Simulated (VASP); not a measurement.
# ReP2 (I4/mmm) in VASP: notebook

The runs below take ReP2 through single point, relaxation of cell and atoms, with PBE.

All numbers are computed with VASP 6.6.1; they aren't measurements. Logs are shortened: lines on timing, memory, paths and dates and some standing lists are left out, and cuts for length are marked.

### 1 The cell of the first run

It takes space group I4/mmm (No. 139, tetragonal). Conventional cell: a = 6.860 Å, b = 6.860 Å, c = 5.759 Å, α = 90.00°, β = 90.00°, γ = 90.00°. Within 3.0 Å of Re (site symmetry -4m2) lie 4 P at 2.28 Å and 2 Re at 2.88 Å. P (site symmetry m2m) has 2 Re at 2.28 Å and 2 P at 2.35 Å within 3.0 Å.

The cell was generated, and may not be a known phase.

### 2 Single point, PBE

INCAR

```
SYSTEM = ReP2
  PREC = Accurate
  ENCUT = 520
  EDIFF = 1E-7
  ISMEAR = 0
  SIGMA = 0.1
  LREAL = .FALSE.
  LASPH = .TRUE.
  NELM = 100
  ALGO = Fast
  ISIF = 2
  LWAVE = .FALSE.
  LCHARG = .FALSE.
  GGA = PE
  NBANDS = 26
```

KPOINTS

```
Automatic mesh
0
G
  4 4 4
  0 0 0
```

POSCAR

```
ReP2
1.0
   -3.4300163059      3.4300163059      2.8792556104
    3.4300163059     -3.4300163059      2.8792556104
    3.4300163059      3.4300163059     -2.8792556104
Re P
2 4
Direct
    0.0570931221      0.5570931221      0.5000000000
    0.5570931221      0.0570931221      0.5000000000
    0.3070917929      0.5497683856      0.2426765927
    0.3070917929      1.0644152002      0.7573234073
    0.5497683856      0.3070917929      0.2426765927
    1.0644152002      0.3070917929      0.7573234073
```

Potentials or basis: VASP PAW PBE potentials, release 64 (Re, P).

On the command line:

```sh
> cat potpaw_PBE.64/Re/POTCAR potpaw_PBE.64/P/POTCAR > POTCAR
> mpirun -np 1 vasp_std > vasp.out
```

OUTCAR:

```text
SYSTEM = ReP2
   PREC = Accurate
   ENCUT = 520
   EDIFF = 1E-7
   ISMEAR = 0
   LREAL = .FALSE.
   LASPH = .TRUE.
   NELM = 100
   ISIF = 2
   GGA = PE

 ion  position               nearest neighbor table
   1  0.057  0.557  0.500-   4 2.28   3 2.28   6 2.28   5 2.28   2 2.88   2 2.88
   2  0.557  0.057  0.500-   6 2.28   5 2.28   4 2.28   3 2.28   1 2.88   1 2.88
   3  0.307  0.550  0.243-   1 2.28   2 2.28   5 2.35   6 2.35
   4  0.307  0.064  0.757-   1 2.28   2 2.28   5 2.35   6 2.35
   5  0.550  0.307  0.243-   2 2.28   1 2.28   3 2.35   4 2.35
   6  0.064  0.307  0.757-   2 2.28   1 2.28   3 2.35   4 2.35

  LATTYP: Found a body centered tetragonal cell.
 ALAT       =     6.8600326118
 C/A-ratio  =     0.8394291320

  Lattice vectors:

 A1 = (  -3.4300163059,   3.4300163059,   2.8792556104)
 A2 = (   3.4300163059,  -3.4300163059,   2.8792556104)
 A3 = (   3.4300163059,   3.4300163059,  -2.8792556104)

Analysis of symmetry for initial positions (statically):
=====================================================================
 Subroutine PRICEL returns:
 Original cell was already a primitive cell.

 Routine SETGRP: Setting up the symmetry group for a
 body centered tetragonal supercell.

 Subroutine GETGRP returns: Found 16 space group operations
 (whereof  8 operations were pure point group operations)
 out of a pool of 16 trial point group operations.

The static configuration has the point symmetry C_4v.
 The point group associated with its full space group is D_4h.

Analysis of symmetry for dynamics (positions and initial velocities):
=====================================================================
 Subroutine PRICEL returns:
 Original cell was already a primitive cell.

 Routine SETGRP: Setting up the symmetry group for a
 body centered tetragonal supercell.

 Subroutine GETGRP returns: Found 16 space group operations
 (whereof  8 operations were pure point group operations)
 out of a pool of 16 trial point group operations.

The dynamic configuration has the point symmetry C_4v.
 The point group associated with its full space group is D_4h.

 Subroutine INISYM returns: Found 16 space group operations
 (whereof  8 operations are pure point group operations),
 and found     1 'primitive' translations

----------------------------------------------------------------------------------------

                                     Primitive cell

  volume of cell :     135.4979

  direct lattice vectors                    reciprocal lattice vectors
    -3.430016306  3.430016306  2.879255610     0.000000000  0.145771902  0.173655996
     3.430016306 -3.430016306  2.879255610     0.145771902  0.000000000  0.173655996
     3.430016306  3.430016306 -2.879255610     0.145771902  0.145771902  0.000000000

  length of vectors
     5.640934017  5.640934017  5.640934017     0.226728587  0.226728587  0.206152600

  position of ions in fractional coordinates (direct lattice)
     0.057093122  0.557093122  0.500000000
     0.557093122  0.057093122  0.500000000
     0.307091793  0.549768386  0.242676593
     0.307091793  0.064415200  0.757323407
     0.549768386  0.307091793  0.242676593
     0.064415200  0.307091793  0.757323407

  ion indices of the primitive-cell ions
   primitive index   ion index
                 1           1
                 2           2
                 3           3
                 4           4
                 5           5
                 6           6

----------------------------------------------------------------------------------------

 KPOINTS: Automatic mesh

Automatic generation of k-mesh.
 Grid dimensions read from file:
 generate k-points for:    4    4    4

 Generating k-lattice:

  Cartesian coordinates                     Fractional coordinates (reciprocal lattice)
     0.000000000  0.036442975  0.043413999     0.250000000  0.000000000 -0.000000000
     0.036442975  0.000000000  0.043413999     0.000000000  0.250000000 -0.000000000
     0.036442975  0.036442975  0.000000000     0.000000000  0.000000000  0.250000000

  Length of vectors
     0.056682147  0.056682147  0.051538150

  Shift w.r.t. Gamma in fractional coordinates (k-lattice)
     0.000000000  0.000000000  0.000000000

 Subroutine IBZKPT returns following result:
 ===========================================

 Found     13 irreducible k-points:

 Following reciprocal coordinates:
            Coordinates               Weight
  0.000000  0.000000  0.000000      1.000000
  0.250000  0.000000  0.000000      8.000000
  0.500000  0.000000  0.000000      4.000000
  0.250000  0.250000  0.000000      8.000000
  0.500000  0.250000 -0.000000     16.000000
 -0.250000  0.250000  0.000000      4.000000
  0.500000  0.500000  0.000000      2.000000
  0.250000  0.250000  0.250000      2.000000
 -0.250000  0.250000  0.250000      4.000000
  0.500000  0.500000  0.250000      4.000000
 -0.250000  0.500000  0.250000      8.000000
 -0.250000 -0.250000  0.250000      2.000000
  0.500000  0.500000  0.500000      1.000000
   k-points           NKPTS =     13   k-points in BZ     NKDIM =     13   number of bands    NBANDS=     26
   number of dos      NEDOS =    301   number of ions     NIONS =      6
   total plane-waves  NPLWV =  74088
   dimension x,y,z NGX =    42 NGY =   42 NGZ =   42
   dimension x,y,z NGXF=    84 NGYF=   84 NGZF=   84
   ions per type =               2   4
   NGX,Y,Z   is equivalent  to a cutoff of  12.38, 12.38, 12.38 a.u.
   NGXF,Y,Z  is equivalent  to a cutoff of  24.76, 24.76, 24.76 a.u.
 SYSTEM =  ReP2
   PREC   = accura    normal or accurate (medium, high low for compatibility)
   ISTART =      0    job   : 0-new  1-cont  2-samecut
   ICHARG =      2    charge: 1-file 2-atom 10-const
   ISPIN  =      1    spin polarized calculation?
   LNONCOLLINEAR =      F non collinear calculations
   LSORBIT =      F    spin-orbit coupling
   LASPH  =      T    aspherical Exc in radial PAW
   ENCUT  =  520.0 eV  38.22 Ry    6.18 a.u.  10.49 10.49 10.49*2*pi/ulx,y,z
   NELM   =    100;   NELMIN=  2; NELMDL= -5     # of ELM steps
   EDIFF  = 0.1E-06   stopping-criterion for ELM
   LREAL  =      F    real-space projection
   EDIFFG = 0.1E-05   stopping-criterion for IOM
   NSW    =      0    number of steps for IOM
   IBRION =     -1    ionic relax: 0-MD 1-quasi-New 2-CG
   NFREE  =      0    steps in history (QN), initial steepest desc. (CG)
   ISIF   =      2    stress and relaxation
   ISYM   =      2    0-nonsym 1-usesym 2-fastsym
   POTIM  = 0.5000    time-step for ionic-motion
   TEBEG  =    0.0;   TEEND  =   0.0 temperature during run
   PSTRESS=    0.0 pullay stress
   NELECT =      34.0000    total number of electrons
   NUPDOWN=      -1.0000    fix difference up-down
   EMIN   =  10.00;   EMAX   =-10.00  energy-range for DOS
   EFERMI =   0.00;   METHOD = LEGACY
   ISMEAR =     0;   SIGMA  =   0.10  broadening in eV -4-tet -1-fermi 0-gaus
   EFERMI_NEDOS =   21; number of points for ismear=-14 and -15
   IALGO  =     68    algorithm
   IMIX   =      4    mixing-type and parameters
     AMIX     =   0.40;   BMIX     =  1.00
     AMIX_MAG =   1.60;   BMIX_MAG =  1.00
  volume/ion in A,a.u.               =      22.58       152.40
  Fermi-wavevector in a.u.,A,eV,Ry     =   1.032580  1.951293 14.506817  1.066221
  Thomas-Fermi vector in A             =   2.166784
   LORBIT       =      0    0 simple, 1 ext, 2 COOP (PROOUT), +10 PAW based schemes
   GGA     = PE    functional components
   LHFCALC =     F    Hartree Fock is set to
   AEXX    =    0.0000 exact exchange contribution
   IVDW    =     0    specifies the selected vdW correction
   LEPSILON=     F    determine dielectric tensor
   LRPA    =     F    only Hartree local field effects (RPA)
 non-spin polarized calculation
 RMM-DIIS sequential band-by-band and
 Gauss-broadening in eV      SIGMA  =   0.10
  energy-cutoff  :      520.00
  volume of cell :      135.50
 maximum number of plane-waves:      3679
 NGX is ok and might be reduce to    42
   NGX = 21   NGY = 21   NGZ = 21

 number of electron      33.9999998 magnetization

 Free energy of the ion-electron system (eV)
  ---------------------------------------------------
  ext. energy  EPLUGINS =         0.00000000
  ---------------------------------------------------
  free energy    TOTEN  =       -46.07360924 eV

  energy without entropy =      -46.05796225  energy(sigma->0) =      -46.06578574

 E-fermi :   3.7063     XC(G=0):  -9.3001

 val. band max:        3.6521829473   @ k =   0.0000   0.0000   0.0000
 cond. band min:       3.7279956294   @ k =  -0.2500   0.5000   0.2500
 fundamental gap:      0.0758126822
 Fermi energy:         3.7062627816

 k-point     1 :       0.0000    0.0000    0.0000
  band No.  band energies     occupation
      1      -9.6746      2.00000
      2      -6.7204      2.00000
      3      -6.7204      2.00000
      4      -4.3560      2.00000
      5      -3.6848      2.00000
      6      -1.6608      2.00000
[... 18 lines left out ...]
     25       8.1424      0.00000
     26       9.4975      0.00000

 k-point     2 :       0.2500    0.0000    0.0000
  band No.  band energies     occupation
      1      -9.4681      2.00000
      2      -6.9407      2.00000
      3      -6.7416      2.00000
      4      -4.7193      2.00000
      5      -3.0751      2.00000
      6      -1.4302      2.00000
[... 18 lines left out ...]
     25       8.7742      0.00000
     26       9.4739      0.00000

 k-point     3 :       0.5000    0.0000    0.0000
  band No.  band energies     occupation
      1      -9.2188      2.00000
      2      -7.1655      2.00000
      3      -6.7623      2.00000
      4      -5.0811      2.00000
      5      -2.1266      2.00000
      6      -1.0269      2.00000
[... 253 lines left out ...]
 k-point    12 :      -0.2500   -0.2500    0.2500
  band No.  band energies     occupation
      1      -9.3117      2.00000
      2      -6.7628      2.00000
      3      -6.7628      2.00000
      4      -5.3988      2.00000
      5      -2.6316      2.00000
      6      -0.9756      2.00000
[... 18 lines left out ...]
     25       8.2481      0.00000
     26       9.5236      0.00000

 k-point    13 :       0.5000    0.5000    0.5000
  band No.  band energies     occupation
      1      -8.9908      2.00000
      2      -6.8406      2.00000
      3      -6.8406      2.00000
      4      -6.4408      2.00000
      5      -1.4632      2.00000
      6      -1.1525      2.00000
[... 18 lines left out ...]
     25       8.8253      0.00000
     26       9.4968      0.00000

------------------------ aborting loop because EDIFF is reached ----------------------------------------

  FORCE on cell =-STRESS in cart. coord.  units (eV):
  Direction    XX          YY          ZZ          XY          YZ          ZX
  --------------------------------------------------------------------------------------
  -------------------------------------------------------------------------------------
  Total        0.2837692      0.2837692      0.5368186      0.0000000      0.0000000      0.0000000
  in kB        3.3553913      3.3553913      6.3475416      0.0000000      0.0000000      0.0000000
  external PRESSURE =       4.3527747 kB  Pullay stress =       0.0000000 kB

 VOLUME and BASIS-vectors are now :
 -----------------------------------------------------------------------------
  energy-cutoff  :      520.00
  volume of cell :      135.50
      direct lattice vectors                 reciprocal lattice vectors
    -3.430016306  3.430016306  2.879255610     0.000000000  0.145771902  0.173655996
     3.430016306 -3.430016306  2.879255610     0.145771902  0.000000000  0.173655996
     3.430016306  3.430016306 -2.879255610     0.145771902  0.145771902  0.000000000

 POSITION                                       TOTAL-FORCE (eV/Angst)
 -----------------------------------------------------------------------------------
      3.43002      0.00000      0.32877         0.000000      0.000000      0.000000
      0.00000      3.43002      0.32877         0.000000      0.000000      0.000000
      1.66477      0.00000      1.76839        -0.138986      0.000000      0.000000
      1.76525      3.43002     -1.11086         0.138986      0.000000     -0.000000
      0.00000      1.66477      1.76839         0.000000     -0.138986      0.000000
      3.43002      1.76525     -1.11086         0.000000      0.138986      0.000000
 -----------------------------------------------------------------------------------
    total drift:                                0.000000      0.000000      0.007998

  FREE ENERGIE OF THE ION-ELECTRON SYSTEM (eV)
  ---------------------------------------------------
  free  energy   TOTEN  =       -46.0736092375 eV

  energy  without entropy=      -46.0579622458  energy(sigma->0) =      -46.06578574
```

It took 60 s on 1 thread of Oxide Virtual Turin-like, shared host; peak memory 0.24 GiB.

What came out:

- Free energy: -46.0736 eV
- Pressure: 0.4 GPa
- Largest force: 0.139 eV/Å
- Band gap on the k mesh: zero (bands 17 and 18 overlap by 0.61 eV)

Forces on the atoms (eV/Å):
```
Re   0.000  0.000  0.000
Re   0.000  0.000  0.000
P   -0.139  0.000  0.000
P    0.139  0.000  0.000
P    0.000 -0.139  0.000
P    0.000  0.139  0.000
```

Levels at points of the mesh, in eV from the Fermi level:
| k point | band 14 | band 15 | band 16 | band 17 | band 18 | band 19 | band 20 | band 21 |
| --- | --- | --- | --- | --- | --- | --- | --- | --- |
| (0.00, 0.00, 0.00) | -1.50 | -1.50 | -0.10 | -0.05 | 1.03 | 1.10 | 1.10 | 2.07 |
| (0.50, 0.00, 0.00) | -1.36 | -1.35 | -0.84 | -0.61 | 0.25 | 1.18 | 2.79 | 2.91 |
| (0.50, 0.50, 0.00) | -1.42 | -0.88 | -0.51 | -0.34 | 0.58 | 0.85 | 2.42 | 3.04 |
| (0.50, 0.50, 0.50) | -1.80 | -0.86 | -0.82 | 0.63 | 0.63 | 2.02 | 2.02 | 2.77 |

Caveat: spin-orbit coupling is left out, which moves the levels of the heavy elements.

### 3 Single point, PBE

INCAR

```
PREC     = Accurate       # precision mode
ENCUT    = 520            # plane-wave cutoff, eV
EDIFF    = 1E-7           # SCF threshold, eV
ISMEAR   = 0              # smearing method
SIGMA    = 0.1            # smearing width, eV
LREAL    = F              # projectors in reciprocal space
LASPH    = T              # aspherical terms in the spheres
NELM     = 60             # most SCF steps
ALGO     = Fast           # electronic algorithm
ISIF     = 2              # what is computed and relaxed
LWAVE    = F              # write WAVECAR
LCHARG   = T              # write CHGCAR
GGA      = PE             # functional
LELF     = T              # ELF
LVHAR    = T            
NBANDS   = 26             # bands
```

KPOINTS

```
regular mesh
0
Gamma
  8 8 8
```

POSCAR

```
ReP2
1.0
   -3.4316372855      3.4316372855      2.8778294811
    3.4316372855     -3.4316372855      2.8778294811
    3.4316372855      3.4316372855     -2.8778294811
Re P
2 4
Direct
    0.7500000000      0.2500000000      0.5000000000
    0.2500000000      0.7500000000      0.5000000000
    0.0000000000      0.2425110928      0.2425110928
    0.0000000000      0.7574889072      0.7574889072
    0.2425110928      0.0000000000      0.2425110928
    0.7574889072      0.0000000000      0.7574889072
```

Potentials or basis: VASP PAW PBE potentials, release 64 (Re, P).

On the command line:

```sh
> cat potpaw_PBE.64/Re/POTCAR potpaw_PBE.64/P/POTCAR > POTCAR
> mpirun -np 1 vasp_std > vasp.out
```

Run time: 7.3 min. Hardware: 1 thread of Oxide Virtual Turin-like, shared host; peak memory 0.33 GiB.

It converged, with:

| Item | Value |
| --- | --- |
| Free energy | -46.0730 eV |
| Pressure | 0.3 GPa |
| Largest force | 0.132 eV/Å |
| Band gap on the k mesh | zero (bands 17 and 18 overlap by 0.99 eV) |

Forces in eV/Å, atoms in the order of the input:
```
Re   0.000  0.000  0.000
Re   0.000  0.000  0.000
P   -0.132  0.000  0.000
P    0.132  0.000  0.000
P    0.000 -0.132  0.000
P    0.000  0.132  0.000
```

Stress tensor (GPa, compression positive):
```
0.23 0.00 0.00
0.00 0.23 0.00
0.00 0.00 0.54
```

Levels at points of the mesh, in eV from the Fermi level:
| k point | band 15 | band 16 | band 17 | band 18 | band 19 | band 20 |
| --- | --- | --- | --- | --- | --- | --- |
| (0.00, 0.00, 0.00) | -1.41 | -0.01 | 0.03 | 1.11 | 1.20 | 1.20 |
| (0.50, 0.00, 0.00) | -1.27 | -0.76 | -0.52 | 0.33 | 1.26 | 2.88 |
| (0.50, 0.50, 0.00) | -0.79 | -0.42 | -0.25 | 0.68 | 0.93 | 2.51 |
| (0.50, 0.50, 0.50) | -0.77 | -0.74 | 0.71 | 0.71 | 2.11 | 2.11 |

Caveat: spin-orbit coupling is left out, which moves the levels of the heavy elements.

(Part 1 of 2 ends here.)

The gap in the log of VASP goes by the Fermi energy; the results here count the filled bands.